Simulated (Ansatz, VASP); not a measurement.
Hf3F2 in VASP and in Ansatz

```
Hf F
1.0
     3.23750    0.00000    0.00000
     0.00000    3.23750    0.00000
     0.00000    0.00000    9.00517
Hf F
3 2
Direct
  0.00000 0.00000 0.50000
  0.00000 0.00000 0.18810
  0.00000 0.00000 0.81190
  0.50000 0.00000 0.00000
  0.00000 0.50000 0.00000
```

Alike in both runs: functional PBE; k mesh 5 × 5 × 3; occupations gaussian, width 0.2 eV; no spin polarisation.

Ansatz relaxed the structure, and its values are those at the end. VASP's run is a single point on that final structure, the one shown.

```csv
,VASP,Ansatz
version,VASP 6.6.1,Ansatz 0.2.0
potentials or method,"VASP PAW PBE potentials, release 64 (Hf_pv, F), cutoff 600 eV","scalar-relativistic, plane waves, PAW"
valence electrons in the cell,44,92
```

Ansatz gave:

* gap on the k mesh at the Fermi level (eV): none
* pressure (GPa): -0.4
* rms of the force components (eV/Å): 0.026

Task: What did VASP give for the same quantities?

Result: gap on the k mesh at the Fermi level (eV): none; pressure (GPa): -1.6; rms of the force components (eV/Å): 0.032.

A gap of «none» marks a metal or a gap that the smearing closes. With one functional, cell and mesh, what is left measures potentials, basis and numerics. VASP's potentials hold 44 valence electrons a cell and Ansatz's 92, so a difference there can come from the potentials and not from the codes.

The k mesh is coarse, so the values compare programs but aren't converged. Spin-orbit coupling is off throughout.
